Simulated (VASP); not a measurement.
# Si5Mo (P-6m2) in VASP: further runs

Runs on Si5Mo. Level: PBE. Tasks: single point.

Program: VASP 6.6.1. These are calculated values, not measurements. Logs are shortened: lines on timing, memory, paths and dates and some standing lists are left out, and cuts for length are marked.

## (1) The cell of the first run

The structure is hexagonal, space group P-6m2 (No. 187). The conventional cell has a = 2.755 Å, b = 2.755 Å, c = 13.390 Å, α = 90.00°, β = 90.00°, γ = 120.00°. Within 3.6 Å of Si (site symmetry 3m) lie 3 Mo at 2.72 Å and 9 Si at 2.75 Å. Within 3.6 Å of Si (site symmetry 3m) lie 12 Si at 2.75 Å. Within 3.6 Å of Si (site symmetry -6m2) lie 12 Si at 2.75 Å. Within 3.6 Å of Mo (site symmetry -6m2) lie 6 Si at 2.72 Å and 6 Mo at 2.75 Å.

The cell was built from a structure type or drawn by symmetry, and may not be a known phase.

## (2) Single point, PBE

INCAR reads:

```
  PREC = Accurate
  ENCUT = 520
  EDIFF = 1E-6
  ISMEAR = 0
  SIGMA = 0.1
  LREAL = False
  LASPH = True
  NELM = 60
  ALGO = Normal
  ISIF = 2
  LWAVE = False
  LCHARG = True
  GGA = PE
  LELF = True
  LVHAR = True
  NBANDS = 26
```

KPOINTS reads:

```
regular mesh
0
Gamma
  6 6 2
```

POSCAR reads:

```
Si5Mo
1.0
    2.7547102700      0.0000000000      0.0000000000
   -1.3773551300      2.3856490700      0.0000000000
    0.0000000000      0.0000000000     13.3899325400
Si Mo
5 1
Direct
    0.6666666700      0.3333333300      0.8353336500
    0.0000000000      0.0000000000      0.6676422400
    0.6666666700      0.3333333300      0.5000000000
    0.0000000000      0.0000000000      0.3323577600
    0.6666666700      0.3333333300      0.1646663500
    0.0000000000      0.0000000000      0.0000000000
```

Potentials or basis: VASP PAW PBE potentials, release 64 (Si, Mo_sv).

Launch:

```bash
$ cat potpaw_PBE.64/Si/POTCAR potpaw_PBE.64/Mo_sv/POTCAR > POTCAR
$ mpirun -np 1 vasp_std > vasp.out
```

OUTCAR:

```text
PREC = Accurate
   ENCUT = 520
   EDIFF = 1E-6
   ISMEAR = 0
   LREAL = False
   LASPH = True
   NELM = 60
   ISIF = 2
   GGA = PE

 ion  position               nearest neighbor table
   1  0.667  0.333  0.835-   6 2.72   6 2.72   6 2.72   2 2.75   2 2.75   2 2.75
   2  0.000  0.000  0.668-   3 2.75   3 2.75   3 2.75   1 2.75   1 2.75   1 2.75
   3  0.667  0.333  0.500-   2 2.75   4 2.75   2 2.75   4 2.75   2 2.75   4 2.75
   4  0.000  0.000  0.332-   3 2.75   3 2.75   3 2.75   5 2.75   5 2.75   5 2.75
   5  0.667  0.333  0.165-   6 2.72   6 2.72   6 2.72   4 2.75   4 2.75   4 2.75
   6  0.000  0.000  0.000-   1 2.72   5 2.72   1 2.72   5 2.72   1 2.72   5 2.72

  LATTYP: Found a hexagonal cell.
 ALAT       =     2.7547102700
 C/A-ratio  =     4.8607407776

  Lattice vectors:

 A1 = (   2.7547102700,   0.0000000000,   0.0000000000)
 A2 = (  -1.3773551300,   2.3856490700,   0.0000000000)
 A3 = (   0.0000000000,   0.0000000000,  13.3899325400)

Analysis of symmetry for initial positions (statically):
=====================================================================
 Subroutine PRICEL returns:
 Original cell was already a primitive cell.

 Routine SETGRP: Setting up the symmetry group for a
 hexagonal supercell.

 Subroutine GETGRP returns: Found 12 space group operations
 (whereof 12 operations were pure point group operations)
 out of a pool of 24 trial point group operations.

The static configuration has the point symmetry D_3h.

Analysis of symmetry for dynamics (positions and initial velocities):
=====================================================================
 Subroutine PRICEL returns:
 Original cell was already a primitive cell.

 Routine SETGRP: Setting up the symmetry group for a
 hexagonal supercell.

 Subroutine GETGRP returns: Found 12 space group operations
 (whereof 12 operations were pure point group operations)
 out of a pool of 24 trial point group operations.

The dynamic configuration has the point symmetry D_3h.

 Subroutine INISYM returns: Found 12 space group operations
 (whereof 12 operations are pure point group operations),
 and found     1 'primitive' translations

----------------------------------------------------------------------------------------

                                     Primitive cell

  volume of cell :      87.9956

  direct lattice vectors                    reciprocal lattice vectors
     2.754710270  0.000000000  0.000000000     0.363014583  0.209586567  0.000000000
    -1.377355130  2.385649070  0.000000000     0.000000000  0.419173135  0.000000000
     0.000000000  0.000000000 13.389932540     0.000000000  0.000000000  0.074682975

  length of vectors
     2.754710270  2.754710264 13.389932540     0.419173134  0.419173135  0.074682975

  position of ions in fractional coordinates (direct lattice)
     0.666666670  0.333333330  0.835333650
     0.000000000  0.000000000  0.667642240
     0.666666670  0.333333330  0.500000000
     0.000000000  0.000000000  0.332357760
     0.666666670  0.333333330  0.164666350
     0.000000000  0.000000000  0.000000000

  ion indices of the primitive-cell ions
   primitive index   ion index
                 1           1
                 2           2
                 3           3
                 4           4
                 5           5
                 6           6

----------------------------------------------------------------------------------------

 KPOINTS: regular mesh

Automatic generation of k-mesh.
 Grid dimensions read from file:
 generate k-points for:    6    6    2

 Generating k-lattice:

  Cartesian coordinates                     Fractional coordinates (reciprocal lattice)
     0.060502431  0.034931094  0.000000000     0.166666667  0.000000000  0.000000000
     0.000000000  0.069862189  0.000000000     0.000000000  0.166666667  0.000000000
     0.000000000  0.000000000  0.037341488     0.000000000  0.000000000  0.500000000

  Length of vectors
     0.069862189  0.069862189  0.037341488

  Shift w.r.t. Gamma in fractional coordinates (k-lattice)
     0.000000000  0.000000000  0.000000000

 Subroutine IBZKPT returns following result:
 ===========================================

 Found     14 irreducible k-points:

 Following reciprocal coordinates:
            Coordinates               Weight
  0.000000  0.000000  0.000000      1.000000
  0.166667  0.000000  0.000000      6.000000
  0.333333  0.000000  0.000000      6.000000
  0.500000  0.000000  0.000000      3.000000
  0.166667  0.166667  0.000000      6.000000
  0.333333  0.166667  0.000000     12.000000
  0.333333  0.333333  0.000000      2.000000
  0.000000  0.000000  0.500000      1.000000
  0.166667  0.000000  0.500000      6.000000
  0.333333  0.000000  0.500000      6.000000
  0.500000  0.000000  0.500000      3.000000
  0.166667  0.166667  0.500000      6.000000
  0.333333  0.166667  0.500000     12.000000
  0.333333  0.333333  0.500000      2.000000
   k-points           NKPTS =     14   k-points in BZ     NKDIM =     14   number of bands    NBANDS=     26
   number of dos      NEDOS =    301   number of ions     NIONS =      6
   total plane-waves  NPLWV =  40000
   dimension x,y,z NGX =    20 NGY =   20 NGZ =  100
   dimension x,y,z NGXF=    40 NGYF=   40 NGZF=  200
   ions per type =               5   1
   NGX,Y,Z   is equivalent  to a cutoff of  12.07, 12.07, 12.42 a.u.
   NGXF,Y,Z  is equivalent  to a cutoff of  24.14, 24.14, 24.83 a.u.
 SYSTEM =  unknown system
   PREC   = accura    normal or accurate (medium, high low for compatibility)
   ISTART =      0    job   : 0-new  1-cont  2-samecut
   ICHARG =      2    charge: 1-file 2-atom 10-const
   ISPIN  =      1    spin polarized calculation?
   LNONCOLLINEAR =      F non collinear calculations
   LSORBIT =      F    spin-orbit coupling
   LASPH  =      T    aspherical Exc in radial PAW
   ENCUT  =  520.0 eV  38.22 Ry    6.18 a.u.   5.12  5.12 24.90*2*pi/ulx,y,z
   NELM   =     60;   NELMIN=  2; NELMDL= -5     # of ELM steps
   EDIFF  = 0.1E-05   stopping-criterion for ELM
   LREAL  =      F    real-space projection
   EDIFFG = 0.1E-04   stopping-criterion for IOM
   NSW    =      0    number of steps for IOM
   IBRION =     -1    ionic relax: 0-MD 1-quasi-New 2-CG
   NFREE  =      0    steps in history (QN), initial steepest desc. (CG)
   ISIF   =      2    stress and relaxation
   ISYM   =      2    0-nonsym 1-usesym 2-fastsym
   POTIM  = 0.5000    time-step for ionic-motion
   TEBEG  =    0.0;   TEEND  =   0.0 temperature during run
   PSTRESS=    0.0 pullay stress
   NELECT =      34.0000    total number of electrons
   NUPDOWN=      -1.0000    fix difference up-down
   EMIN   =  10.00;   EMAX   =-10.00  energy-range for DOS
   EFERMI =   0.00;   METHOD = LEGACY
   ISMEAR =     0;   SIGMA  =   0.10  broadening in eV -4-tet -1-fermi 0-gaus
   EFERMI_NEDOS =   21; number of points for ismear=-14 and -15
   IALGO  =     38    algorithm
   IMIX   =      4    mixing-type and parameters
     AMIX     =   0.40;   BMIX     =  1.00
     AMIX_MAG =   1.60;   BMIX_MAG =  1.00
  volume/ion in A,a.u.               =      14.67        98.97
  Fermi-wavevector in a.u.,A,eV,Ry     =   1.192379  2.253269 19.344311  1.421767
  Thomas-Fermi vector in A             =   2.328418
   LORBIT       =      0    0 simple, 1 ext, 2 COOP (PROOUT), +10 PAW based schemes
   GGA     = PE    functional components
   LHFCALC =     F    Hartree Fock is set to
   AEXX    =    0.0000 exact exchange contribution
   IVDW    =     0    specifies the selected vdW correction
   LEPSILON=     F    determine dielectric tensor
   LRPA    =     F    only Hartree local field effects (RPA)
 non-spin polarized calculation
 Gauss-broadening in eV      SIGMA  =   0.10
  energy-cutoff  :      520.00
  volume of cell :       88.00
 maximum number of plane-waves:      2387
   NGX = 11   NGY = 11   NGZ = 49

 number of electron      34.0000007 magnetization

 Free energy of the ion-electron system (eV)
  ---------------------------------------------------
  ext. energy  EPLUGINS =         0.00000000
  ---------------------------------------------------
  free energy    TOTEN  =       -35.32048052 eV

  energy without entropy =      -35.29092976  energy(sigma->0) =      -35.30570514

 E-fermi :  10.6460     XC(G=0): -11.5754

 val. band max:       10.6438762793   @ k =   0.1667   0.0000   0.0000
 cond. band min:      10.6676034043   @ k =   0.3333   0.3333   0.5000
 fundamental gap:      0.0237271250
 Fermi energy:        10.6460047595

 k-point     1 :       0.0000    0.0000    0.0000
  band No.  band energies     occupation
      1     -50.4813      2.00000
      2     -24.7114      2.00000
      3     -23.8528      2.00000
      4     -23.8528      2.00000
      5      -3.4836      2.00000
      6      -2.7875      2.00000
[... 18 lines left out ...]
     25      19.9785      0.00000
     26      19.9864      0.00000

 k-point     2 :       0.1667    0.0000    0.0000
  band No.  band energies     occupation
      1     -50.4306      2.00000
      2     -24.6568      2.00000
      3     -24.1870      2.00000
      4     -23.9284      2.00000
      5      -2.7754      2.00000
      6      -2.0960      2.00000
[... 18 lines left out ...]
     25      17.8005      0.00000
     26      17.9812      0.00000

 k-point     3 :       0.3333    0.0000    0.0000
  band No.  band energies     occupation
      1     -50.3278      2.00000
      2     -24.8236      2.00000
      3     -24.5461      2.00000
      4     -24.0768      2.00000
      5      -0.6724      2.00000
      6      -0.0494      2.00000
[... 282 lines left out ...]
 k-point    13 :       0.3333    0.1667    0.5000
  band No.  band energies     occupation
      1     -50.2757      2.00000
      2     -24.9700      2.00000
      3     -24.4902      2.00000
      4     -24.3256      2.00000
      5       1.3999      2.00000
      6       1.9327      2.00000
[... 18 lines left out ...]
     25      13.4587      0.00000
     26      14.1141      0.00000

 k-point    14 :       0.3333    0.3333    0.5000
  band No.  band energies     occupation
      1     -50.2496      2.00000
      2     -24.7576      2.00000
      3     -24.7446      2.00000
      4     -24.4622      2.00000
      5       4.3474      2.00000
      6       4.5545      2.00000
[... 18 lines left out ...]
     25      12.7621      0.00000
     26      14.5066      0.00000

------------------------ aborting loop because EDIFF is reached ----------------------------------------

  FORCE on cell =-STRESS in cart. coord.  units (eV):
  Direction    XX          YY          ZZ          XY          YZ          ZX
  --------------------------------------------------------------------------------------
  -------------------------------------------------------------------------------------
  Total        1.4991268      1.4991268     -3.6036388      0.0000000      0.0000000      0.0000000
  in kB       27.2953123     27.2953122    -65.6131608      0.0000001      0.0000000      0.0000000
  external PRESSURE =      -3.6741787 kB  Pullay stress =       0.0000000 kB

 VOLUME and BASIS-vectors are now :
 -----------------------------------------------------------------------------
  energy-cutoff  :      520.00
  volume of cell :       88.00
      direct lattice vectors                 reciprocal lattice vectors
     2.754710270  0.000000000  0.000000000     0.363014583  0.209586567  0.000000000
    -1.377355130  2.385649070  0.000000000     0.000000000  0.419173135  0.000000000
     0.000000000  0.000000000 13.389932540     0.000000000  0.000000000  0.074682975

 POSITION                                       TOTAL-FORCE (eV/Angst)
 -----------------------------------------------------------------------------------
      1.37736      0.79522     11.18506         0.000000      0.000000      0.554146
      0.00000      0.00000      8.93968         0.000000      0.000000     -0.043241
      1.37736      0.79522      6.69497        -0.000000      0.000000      0.000000
      0.00000      0.00000      4.45025        -0.000000      0.000000      0.043241
      1.37736      0.79522      2.20487        -0.000000      0.000000     -0.554146
      0.00000      0.00000      0.00000         0.000000     -0.000000      0.000000
 -----------------------------------------------------------------------------------
    total drift:                               -0.000001      0.000001     -0.000000

  FREE ENERGIE OF THE ION-ELECTRON SYSTEM (eV)
  ---------------------------------------------------
  free  energy   TOTEN  =       -35.3204805239 eV

  energy  without entropy=      -35.2909297625  energy(sigma->0) =      -35.30570514
```

Run time: 38 s. Hardware: 1 thread of Intel Xeon 6975P-C (Granite Rapids), shared host; peak memory 0.19 GiB.

Results:

* Free energy: -35.3205 eV
* Pressure: -0.4 GPa
* Largest force: 0.554 eV/Å
* Band gap on the k mesh: zero (bands 17 and 18 overlap by 3.52 eV)

Forces in eV/Å, atoms in the order of the input:
```
Si   0.000  0.000  0.554
Si   0.000  0.000 -0.043
Si   0.000  0.000  0.000
Si   0.000  0.000  0.043
Si   0.000  0.000 -0.554
Mo   0.000  0.000  0.000
```

Stress tensor (GPa, compression positive):
```
 2.73  0.00  0.00
 0.00  2.73  0.00
 0.00  0.00 -6.56
```

Levels at points of the mesh, in eV from the Fermi level:
```tsv
k point	band 13	band 14	band 15	band 16	band 17	band 18	band 19	band 20
(0.00, 0.00, 0.00)	-0.93	-0.93	-0.41	1.65	1.65	2.04	6.32	8.06
(0.50, 0.00, 0.00)	-4.61	-3.17	-3.00	-2.38	-0.07	0.14	0.87	1.42
(0.00, 0.00, 0.50)	-1.01	-0.93	-0.93	1.65	1.65	2.87	5.37	8.08
(0.50, 0.00, 0.50)	-4.29	-4.24	-2.66	-1.48	-0.64	-0.11	0.14	2.51
```

Caveat: the k points lie up to 0.44 Å⁻¹ apart, too coarse for converged energies and pressures of a metal.

## (3) Single point, PBE

This run uses another cell than the first one, of 14.90 Å³/atom.

INCAR reads:

```
SYSTEM = Si5Mo
  PREC = Accurate
  ENCUT = 520
  EDIFF = 1E-6
  ISMEAR = 0
  SIGMA = 0.1
  LREAL = .FALSE.
  LASPH = .TRUE.
  NELM = 80
  ALGO = Normal
  ISIF = 2
  LWAVE = .FALSE.
  LCHARG = .TRUE.
  GGA = PE
  LELF = .TRUE.
  LVHAR = .TRUE.
  NBANDS = 26
```

KPOINTS reads:

```
regular mesh
0
G
  6 6 2
  0 0 0
```

POSCAR reads:

```
Si5Mo
1.0
    2.9491082376     -0.0000000031      0.0000000000
   -1.4745541161      2.5540026538      0.0000000000
    0.0000000000      0.0000000000     11.8684415366
Si Mo
5 1
Direct
    0.6666666667      0.3333333333      0.8372958515
    0.0000000000      0.0000000000      0.6708378666
    0.6666666667      0.3333333333      0.5000000000
    0.0000000000      0.0000000000      0.3291621334
    0.6666666667      0.3333333333      0.1627041485
    0.0000000000      0.0000000000      0.0000000000
```

Potentials or basis: VASP PAW PBE potentials, release 64 (Si, Mo_sv).

Launch:

```bash
$ cat potpaw_PBE.64/Si/POTCAR potpaw_PBE.64/Mo_sv/POTCAR > POTCAR
$ mpirun -np 1 vasp_std > vasp.out
```

Run time: 41 s. Hardware: 1 thread of Intel Xeon 6975P-C (Granite Rapids), shared host; peak memory 0.21 GiB.

It converged, with:

```
Free energy            : -36.0156 eV
Pressure               : 0.1 GPa
Largest force          : 0.020 eV/Å
Band gap on the k mesh : zero (bands 17 and 18 overlap by 4.33 eV)
```

Forces in eV/Å, atoms in the order of the input:
```
Si   0.000  0.000  0.002
Si   0.000  0.000 -0.020
Si   0.000  0.000  0.000
Si   0.000  0.000  0.020
Si   0.000  0.000 -0.002
Mo   0.000  0.000  0.000
```

Levels at points of the mesh, in eV from the Fermi level:
```
           k point  band 15  band 16  band 17  band 18  band 19  band 20
(0.00, 0.00, 0.00)     0.97     0.97     3.18     5.42     5.42     6.21
(0.50, 0.00, 0.00)    -1.84    -1.31    -0.59     1.14     1.49     2.65
(0.00, 0.00, 0.50)     0.97     0.97     2.69     5.48     5.48     6.06
(0.50, 0.00, 0.50)    -1.09    -0.66    -0.59     0.52     1.71     1.87
```

Caveat: the k points lie up to 0.41 Å⁻¹ apart, too coarse for converged energies and pressures of a metal.
